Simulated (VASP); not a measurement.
Set up this calculation in VASP 6.6.1, as the native input.

```yaml
Task: single point
Functional: PBE
Potentials_or_basis: VASP PAW PBE potentials, release 64 (Be, Te)
Cutoff: 600 eV
k_mesh: 4 × 4 × 4
Occupations: gaussian, width 0.01 eV
Spin: no spin polarisation
Dipole_correction: no
Further_INCAR_settings: ALGO = Normal; EDIFF = 1e-06; NBANDS = 11
```

The structure of BeTe lies in POSCAR:

```
BeTe
1.0
    0.0000000000      2.8286236255      2.7720511529
    2.8286236255      0.0000000000      2.7720511529
    2.8286236255      2.8286236255      0.0000000000
Be Te
1 1
Direct
    0.0000000000      0.0000000000      0.0000000000
    0.2500000000      0.2500000000      0.2500000000
```

This cell differs from its parent crystal: uniaxial z strain -2.0%.

These files were run (other wordings do the same):

INCAR

```
ALGO = Normal ; EDIFF = 1E-6
ENCUT = 600 ; GGA = PE
GGA_COMPAT = F ; ISIF = 2
ISMEAR = 0 ; LASPH = T
LCHARG = T ; LELF = T
LREAL = F ; LVHAR = T
LWAVE = F ; NBANDS = 11
NELM = 120 ; PREC = Accurate
SIGMA = 0.01
```

KPOINTS

```
k-points
0
Gamma
  4 4 4
```

Potentials or basis: VASP PAW PBE potentials, release 64 (Be, Te).

The run is started by

```bash
$ cat potpaw_PBE.64/Be/POTCAR potpaw_PBE.64/Te/POTCAR > POTCAR
$ mpirun -np 1 vasp_std > vasp.out
```

Results of the run:

The pressure is 2.0 GPa and the band gap on the k mesh is 1.79 eV, indirect (least direct gap 3.50 eV).

Caveat: the k points lie up to 0.48 Å⁻¹ apart; the cell differs from its parent crystal (uniaxial z strain -2.0%); spin-orbit coupling is left out, which moves the levels of the heavy elements.

Run time: 7.9 s on 1 thread of Intel(R) Xeon(R) Platinum 8488C (Sapphire Rapids), on a shared host, peak memory 0.17 GiB.
